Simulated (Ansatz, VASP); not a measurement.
**CaO: VASP beside Ansatz**

File POSCAR:

```
CaO
1.0
    3.3528094407      0.0000000000      0.0000000000
   -1.6764047204      2.9036181497      0.0000000000
    0.0000000000      0.0000000000      5.8718796967
Ca O
2 2
Direct
    0.0000000000      0.0000000000      0.0000000000
    0.0000000000      0.0000000000      0.5000000000
    0.3333333333      0.6666666667      0.2500000000
    0.6666666667      0.3333333333      0.7500000000
```

Contents of INCAR.step1:

```
ALGO = Normal
EDIFF = 1E-4
ENCUT = 520
GGA = PE
ISMEAR = 0
LASPH = True
LCHARG = False
LREAL = False
LWAVE = True
NBANDS = 24
NELM = 100
PREC = Accurate
SIGMA = 0.01
```

File INCAR.step2:

```
ALGO = Normal
EDIFF = 1E-6
ENCUT = 520
ISIF = 2
ISMEAR = 0
ISTART = 1
LASPH = True
LCHARG = True
LELF = True
LMIXTAU = True
LREAL = False
LVHAR = True
LWAVE = False
METAGGA = R2SCAN
NBANDS = 24
NELM = 100
PREC = Accurate
SIGMA = 0.01
```

KPOINTS

```
k-points
0
Gamma
  9 9 4
```

Input for Ansatz:

```yaml
crystal:
  lattice:
    - [3.3528094407, 0.0, 0.0]
    - [-1.6764047204, 2.9036181497, 0.0]
    - [0.0, 0.0, 5.8718796967]
  atoms:
    - { symbol: Ca, position: [0.0, 0.0, 0.0] }
    - { symbol: Ca, position: [0.0, 0.0, 0.5] }
    - { symbol: O, position: [0.3333333333, 0.6666666667, 0.25] }
    - { symbol: O, position: [0.6666666667, 0.3333333333, 0.75] }
kpoints:
  mp_grid: { grid: [9, 9, 4] }
hamiltonian:
  xc: r2scan
scf:
  occupations: { method: fixed }
  n_extra_bands: 5
output:
  forces: true
  stress: true
  eigenvalues: true
```

Alike in both runs: task single point; functional r2SCAN; k mesh 9 × 9 × 4; no spin polarisation.

|  | VASP | Ansatz |
| --- | --- | --- |
| version | VASP 6.6.1 | Ansatz 0.2.0 |
| potentials or method | VASP PAW PBE potentials, release 64 (Ca_sv, O) | plane waves, PAW |
| plane-wave cutoff (eV) | 520 | 500 |
| occupations | gaussian, width 0.01 eV | fixed |
| valence electrons in the cell | 32 | 32 |

Ansatz gave:

```
gap on the k mesh at the Fermi level (eV)                     : 4.36
pressure (GPa)                                                : -3.1
traceless stress, the component that is largest in VASP (GPa) : -0.18
```

Problem. Estimate VASP's values.

Solution. gap on the k mesh at the Fermi level (eV): 4.35; pressure (GPa): -2.2; traceless stress, the component that is largest in VASP (GPa): -0.06.

VASP's potentials were made for PBE, not for r2SCAN.
